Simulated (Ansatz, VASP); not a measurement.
Two plane-wave programs on CO2

The input INCAR:

```
PREC = Accurate ; ENCUT = 520
EDIFF = 1E-8 ; ISMEAR = -1
SIGMA = 0.02 ; LREAL = F
LASPH = T ; NELM = 60
ALGO = Normal ; ISIF = 2
LWAVE = F ; LCHARG = F
GGA = PE ; LEFG = T
NBANDS = 44
```

Contents of KPOINTS:

```
Automatic mesh
0
Gamma
  5 5 5
```

POSCAR

```
CO2
1.0
    5.4942000000      0.0000000000      0.0000000000
    0.0000000000      5.4942000000      0.0000000000
    0.0000000000      0.0000000000      5.4942000000
C O
4 8
Direct
    0.0000000000      0.0000000000      0.0000000000
    0.5000000000      0.0000000000      0.5000000000
    0.5000000000      0.5000000000      0.0000000000
    0.0000000000      0.5000000000      0.5000000000
    0.1227033770      0.1227033770      0.1227033770
    0.3772966230      0.8772966230      0.6227033770
    0.6227033770      0.3772966230      0.8772966230
    0.8772966230      0.6227033770      0.3772966230
    0.8772966230      0.8772966230      0.8772966230
    0.6227033770      0.1227033770      0.3772966230
    0.3772966230      0.6227033770      0.1227033770
    0.1227033770      0.3772966230      0.6227033770
```

Input for Ansatz:

```yaml
crystal:
  lattice:
    - [5.4942, 0.0, 0.0]
    - [0.0, 5.4942, 0.0]
    - [0.0, 0.0, 5.4942]
  atoms:
    - { symbol: C, position: [0.0, 0.0, 0.0] }
    - { symbol: C, position: [0.5, 0.0, 0.5] }
    - { symbol: C, position: [0.5, 0.5, 0.0] }
    - { symbol: C, position: [0.0, 0.5, 0.5] }
    - { symbol: O, position: [0.122703377, 0.122703377, 0.122703377] }
    - { symbol: O, position: [0.377296623, 0.877296623, 0.622703377] }
    - { symbol: O, position: [0.622703377, 0.377296623, 0.877296623] }
    - { symbol: O, position: [0.877296623, 0.622703377, 0.377296623] }
    - { symbol: O, position: [0.877296623, 0.877296623, 0.877296623] }
    - { symbol: O, position: [0.622703377, 0.122703377, 0.377296623] }
    - { symbol: O, position: [0.377296623, 0.622703377, 0.122703377] }
    - { symbol: O, position: [0.122703377, 0.377296623, 0.622703377] }
kpoints:
  mp_grid: { grid: [5, 5, 5] }
scf:
  occupations: { method: fermi_dirac, width: 0.02 }
hamiltonian:
  xc: pbe
  pseudopotentials: { kind: paw, frozen_core: stored }
output:
  forces: true
  stress: true
  populations: true
  efg: { quadrupole_moments_barn: { O: -0.02558 }, contact_densities: true }
  write_density: true
  write_potential: true
  elf: true
  volumetric_format: npy
```

Alike in both runs: task electric field gradients; functional PBE; k mesh 5 × 5 × 5; occupations fermi-dirac, width 0.02 eV; no spin polarisation.

|  | VASP | Ansatz |
| --- | --- | --- |
| version | VASP 6.6.1 | Ansatz 0.2.0 |
| potentials or method | VASP PAW PBE potentials, release 64 (C, O) | plane-wave PAW, scalar-relativistic |
| plane-wave cutoff (eV) | 520 | 420 |
| valence electrons in the cell | 64 | 64 |

```csv
,VASP,Ansatz,Ansatz less VASP
gap on the k mesh at the Fermi level (eV),6.84,6.86,+0.023
pressure (GPa),3.8,2.2,-1.60
rms of the force components (eV/Å),0.304,0.004,-0.2997
size of Vzz on the site where it differs most (V/Å²),50.1,26.4,-23.70
```

Atom by atom the forces differ by 0.300 eV/Å (rms over components). One of these differences is far larger than is usual between the two programs; its cause wasn't traced. The functional is the same, so the differences come from potentials, cutoffs and numerics.

Noted on VASP's run: the standard files for N, O and F lose accuracy on very short bonds.
